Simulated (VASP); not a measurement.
# W (Fd-3m) in VASP: single point with PBE

Aim: the single point of W with PBE.

Program: VASP 6.6.1. These are calculated values, not measurements. Logs are shortened: lines on timing, memory, paths and dates and some standing lists are left out, and cuts for length are marked.

## Step 1: The cell of the first run

The structure is cubic, space group Fd-3m (No. 227). Conventional cell: a = 5.836 Å, b = 5.836 Å, c = 5.836 Å, α = 90.00°, β = 90.00°, γ = 90.00°. W (site symmetry -43m) has 4 W at 2.53 Å within 3.3 Å.

This isn't the form of W at room conditions, which is bcc.

## Step 2: Single point, PBE

File INCAR:

```
PREC = Accurate
ENCUT = 520
EDIFF = 1E-6
ISMEAR = -1
SIGMA = 0.13605693000000002
LREAL = F
LASPH = T
NELM = 80
ALGO = Normal
ISIF = 2
LWAVE = F
LCHARG = T
GGA = PE
LELF = T
LVHAR = T
NBANDS = 21
```

File KPOINTS:

```
regular mesh
0
Gamma
  8 8 8
```

File POSCAR:

```
W
1.0
    0.0000000000      2.9177664787      2.9177664787
    2.9177664787      0.0000000000      2.9177664787
    2.9177664787      2.9177664787      0.0000000000
W
2
Direct
    0.0000000000      0.0000000000      0.0000000000
    0.2500000000      0.2500000000      0.2500000000
```

Potentials or basis: VASP PAW PBE potentials, release 64 (W_sv).

Run with:

```bash
cat potpaw_PBE.64/W_sv/POTCAR > POTCAR
mpirun -np 1 vasp_std > vasp.out
```

OUTCAR:

```text
PREC = Accurate
   ENCUT = 520
   EDIFF = 1E-6
   ISMEAR = -1
   LREAL = F
   LASPH = T
   NELM = 80
   ISIF = 2
   GGA = PE

 ion  position               nearest neighbor table
   1  0.000  0.000  0.000-   2 2.53   2 2.53   2 2.53   2 2.53
   2  0.250  0.250  0.250-   1 2.53   1 2.53   1 2.53   1 2.53

  LATTYP: Found a face centered cubic cell.
 ALAT       =     5.8355329574

  Lattice vectors:

 A1 = (   0.0000000000,   2.9177664787,   2.9177664787)
 A2 = (   2.9177664787,   0.0000000000,   2.9177664787)
 A3 = (   2.9177664787,   2.9177664787,   0.0000000000)

Analysis of symmetry for initial positions (statically):
=====================================================================
 Subroutine PRICEL returns:
 Original cell was already a primitive cell.

 Routine SETGRP: Setting up the symmetry group for a
 face centered cubic supercell.

 Subroutine GETGRP returns: Found 48 space group operations
 (whereof 24 operations were pure point group operations)
 out of a pool of 48 trial point group operations.

The static configuration has the point symmetry T_d .
 The point group associated with its full space group is O_h .

Analysis of symmetry for dynamics (positions and initial velocities):
=====================================================================
 Subroutine PRICEL returns:
 Original cell was already a primitive cell.

 Routine SETGRP: Setting up the symmetry group for a
 face centered cubic supercell.

 Subroutine GETGRP returns: Found 48 space group operations
 (whereof 24 operations were pure point group operations)
 out of a pool of 48 trial point group operations.

The dynamic configuration has the point symmetry T_d .
 The point group associated with its full space group is O_h .

 Subroutine INISYM returns: Found 48 space group operations
 (whereof 24 operations are pure point group operations),
 and found     1 'primitive' translations

----------------------------------------------------------------------------------------

                                     Primitive cell

  volume of cell :      49.6800

  direct lattice vectors                    reciprocal lattice vectors
     0.000000000  2.917766479  2.917766479    -0.171363954  0.171363954  0.171363954
     2.917766479  0.000000000  2.917766479     0.171363954 -0.171363954  0.171363954
     2.917766479  2.917766479  0.000000000     0.171363954  0.171363954 -0.171363954

  length of vectors
     4.126344926  4.126344926  4.126344926     0.296811075  0.296811075  0.296811075
[... 73 lines left out ...]
   ISTART =      0    job   : 0-new  1-cont  2-samecut
   ICHARG =      2    charge: 1-file 2-atom 10-const
   ISPIN  =      1    spin polarized calculation?
   LNONCOLLINEAR =      F non collinear calculations
   LSORBIT =      F    spin-orbit coupling
   LASPH  =      T    aspherical Exc in radial PAW
   ENCUT  =  520.0 eV  38.22 Ry    6.18 a.u.   7.67  7.67  7.67*2*pi/ulx,y,z
   NELM   =     80;   NELMIN=  2; NELMDL= -5     # of ELM steps
   EDIFF  = 0.1E-05   stopping-criterion for ELM
   LREAL  =      F    real-space projection
   EDIFFG = 0.1E-04   stopping-criterion for IOM
   NSW    =      0    number of steps for IOM
   IBRION =     -1    ionic relax: 0-MD 1-quasi-New 2-CG
   NFREE  =      0    steps in history (QN), initial steepest desc. (CG)
   ISIF   =      2    stress and relaxation
   ISYM   =      2    0-nonsym 1-usesym 2-fastsym
   POTIM  = 0.5000    time-step for ionic-motion
   TEBEG  =    0.0;   TEEND  =   0.0 temperature during run
   PSTRESS=    0.0 pullay stress
   NELECT =      28.0000    total number of electrons
   NUPDOWN=      -1.0000    fix difference up-down
   EMIN   =  10.00;   EMAX   =-10.00  energy-range for DOS
   EFERMI =   0.00;   METHOD = LEGACY
   ISMEAR =    -1;   SIGMA  =   0.14  broadening in eV -4-tet -1-fermi 0-gaus
   EFERMI_NEDOS =   21; number of points for ismear=-14 and -15
   IALGO  =     38    algorithm
   IMIX   =      4    mixing-type and parameters
     AMIX     =   0.40;   BMIX     =  1.00
     AMIX_MAG =   1.60;   BMIX_MAG =  1.00
  volume/ion in A,a.u.               =      24.84       167.63
  Fermi-wavevector in a.u.,A,eV,Ry     =   1.352281  2.555441 24.880487  1.828664
  Thomas-Fermi vector in A             =   2.479633
   LORBIT       =      0    0 simple, 1 ext, 2 COOP (PROOUT), +10 PAW based schemes
   GGA     = PE    functional components
[... 5 lines left out ...]
 non-spin polarized calculation
  energy-cutoff  :      520.00
  volume of cell :       49.68
 maximum number of plane-waves:      1363
   NGX = 15   NGY = 15   NGZ = 15

 number of electron      28.0000000 magnetization

 Free energy of the ion-electron system (eV)
  ---------------------------------------------------
  ext. energy  EPLUGINS =         0.00000000
  ---------------------------------------------------
  free energy    TOTEN  =       -20.68158426 eV

  energy without entropy =      -20.50617334  energy(sigma->0) =      -20.59387880

 E-fermi :   5.1983     XC(G=0): -10.7617

 val. band max:        5.1982229471   @ k =  -0.3750   0.2500   0.0000
 cond. band min:       5.2529278677   @ k =   0.3750   0.2500   0.0000
 fundamental gap:      0.0547049206
 Fermi energy:         5.1982959168

 k-point     1 :       0.0000    0.0000    0.0000
  band No.  band energies     occupation
      1     -67.9634      2.00000
      2     -67.6536      2.00000
      3     -32.5412      2.00000
      4     -32.5412      2.00000
      5     -32.5412      2.00000
      6     -31.6417      2.00000
[... 565 lines left out ...]
     20      10.0856      0.00000
     21      12.6406      0.00000

 [... further k-points ...]

------------------------ aborting loop because EDIFF is reached ----------------------------------------

  FORCE on cell =-STRESS in cart. coord.  units (eV):
  Direction    XX          YY          ZZ          XY          YZ          ZX
  --------------------------------------------------------------------------------------
  -------------------------------------------------------------------------------------
  Total        0.1244330      0.1244330      0.1244330      0.0000000     -0.0000000      0.0000000
  in kB        4.0129560      4.0129560      4.0129560      0.0000000     -0.0000000      0.0000000
  external PRESSURE =       4.0129560 kB  Pullay stress =       0.0000000 kB

 VOLUME and BASIS-vectors are now :
 -----------------------------------------------------------------------------
  energy-cutoff  :      520.00
  volume of cell :       49.68
      direct lattice vectors                 reciprocal lattice vectors
     0.000000000  2.917766479  2.917766479    -0.171363954  0.171363954  0.171363954
     2.917766479  0.000000000  2.917766479     0.171363954 -0.171363954  0.171363954
     2.917766479  2.917766479  0.000000000     0.171363954  0.171363954 -0.171363954

 POSITION                                       TOTAL-FORCE (eV/Angst)
 -----------------------------------------------------------------------------------
      0.00000      0.00000      0.00000         0.000000      0.000000     -0.000000
      1.45888      1.45888      1.45888        -0.000000     -0.000000      0.000000
 -----------------------------------------------------------------------------------
    total drift:                               -0.000000      0.000000      0.000000

  FREE ENERGIE OF THE ION-ELECTRON SYSTEM (eV)
  ---------------------------------------------------
  free  energy   TOTEN  =       -20.6815842628 eV

  energy  without entropy=      -20.5061733450  energy(sigma->0) =      -20.59387880
```

OSZICAR:

```text
N       E                     dE             d eps       ncg     rms          rms(c)
DAV:   1     0.277562875291E+03    0.27756E+03   -0.16055E+04  1250   0.144E+03
DAV:   2    -0.119127575879E+02   -0.28948E+03   -0.28063E+03  1388   0.431E+02
DAV:   3    -0.209219996091E+02   -0.90092E+01   -0.86954E+01  1426   0.756E+01
DAV:   4    -0.210463870201E+02   -0.12439E+00   -0.12418E+00  1338   0.954E+00
DAV:   5    -0.210482222379E+02   -0.18352E-02   -0.18349E-02  1424   0.123E+00    0.196E+01
DAV:   6    -0.207553853270E+02    0.29284E+00   -0.51141E-01  1416   0.602E+00    0.898E+00
DAV:   7    -0.206864249458E+02    0.68960E-01   -0.18258E-01  1484   0.392E+00    0.945E-01
DAV:   8    -0.206814826826E+02    0.49423E-02   -0.21960E-02  1243   0.106E+00    0.993E-02
DAV:   9    -0.206815568031E+02   -0.74121E-04   -0.55933E-04  1379   0.194E-01    0.958E-02
DAV:  10    -0.206815846050E+02   -0.27802E-04   -0.37785E-05  1371   0.589E-02    0.321E-03
DAV:  11    -0.206815842628E+02    0.34221E-06   -0.10308E-06   823   0.855E-03
   1 F= -.20681584E+02 E0= -.20593879E+02  d E =-.175411E+00
```

Wall time 9.9 s (1 thread of Intel Xeon 6975P-C (Granite Rapids), shared host); peak memory 0.18 GiB.

Results:

```yaml
Free_energy: -20.6816 eV
Pressure: 0.4 GPa
Band_gap_on_the_k_mesh: zero (bands 14 and 15 overlap by 0.81 eV)
```

Levels at points of the mesh, in eV from the Fermi level:
```tsv
k point	band 11	band 12	band 13	band 14	band 15	band 16	band 17	band 18
(0.00, 0.00, 0.00)	-1.84	-1.09	-1.09	-1.09	1.53	1.53	1.53	5.24
(0.50, 0.00, 0.00)	-1.63	-1.63	-1.24	-1.24	-0.44	2.66	2.66	4.26
(0.50, 0.50, 0.00)	-1.33	-1.33	-1.15	-1.15	1.08	1.08	4.58	4.58
```

Caveat: spin-orbit coupling is left out, which moves the levels of the heavy elements.
